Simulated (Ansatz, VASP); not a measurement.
**One calculation of BeS, two programs**

INCAR

```
SYSTEM = BeS
  PREC = Accurate
  ENCUT = 520
  EDIFF = 1E-7
  ISMEAR = -1
  SIGMA = 0.08
  LREAL = .FALSE.
  LASPH = .TRUE.
  NELM = 60
  ALGO = Normal
  ISIF = 2
  LWAVE = .FALSE.
  LCHARG = .FALSE.
  GGA = PE
  NBANDS = 11
```

Contents of KPOINTS:

```
Automatic mesh
0
G
  13 13 13
  0 0 0
```

POSCAR

```
BeS
1.0
    0.0000000000      2.3335901292      2.3335901292
    2.3335901292      0.0000000000      2.3335901292
    2.3335901292      2.3335901292      0.0000000000
Be S
1 1
Direct
    0.0000000000      0.0000000000      0.0000000000
    0.5000000000      0.5000000000      0.5000000000
```

Input for Ansatz:

```yaml
crystal:
  lattice:
    - [0.0, 2.3335901292, 2.3335901292]
    - [2.3335901292, 0.0, 2.3335901292]
    - [2.3335901292, 2.3335901292, 0.0]
  atoms:
    - { symbol: Be, position: [0.0, 0.0, 0.0] }
    - { symbol: S, position: [0.5, 0.5, 0.5] }
kpoints:
  mp_grid: { grid: [13, 13, 13] }
scf:
  occupations: { method: fermi_dirac, width: 0.08 }
hamiltonian:
  xc: pbe
  pseudopotentials: { kind: all_electron, lapw: { basis_error: 0.001 } }
output:
  forces: true
  stress: true
  eigenvalues: true
```

Change from the starting cell: volume scaled by 1.025.

Alike in both runs: task single point; functional PBE; k mesh 13 × 13 × 13; occupations fermi-dirac, width 0.08 eV; no spin polarisation.

```csv
,VASP,Ansatz
version,VASP 6.6.1,Ansatz 0.2.0
potentials or method,"VASP PAW PBE potentials, release 64 (Be, S), cutoff 520 eV","all-electron LAPW, scalar-relativistic"
```

Ansatz gave:

- pressure (GPa): -2.5

Question: Estimate VASP's values.

Answer: Pressure (GPa): -2.6.

Ansatz ran all-electron here, and VASP with PAW potentials.
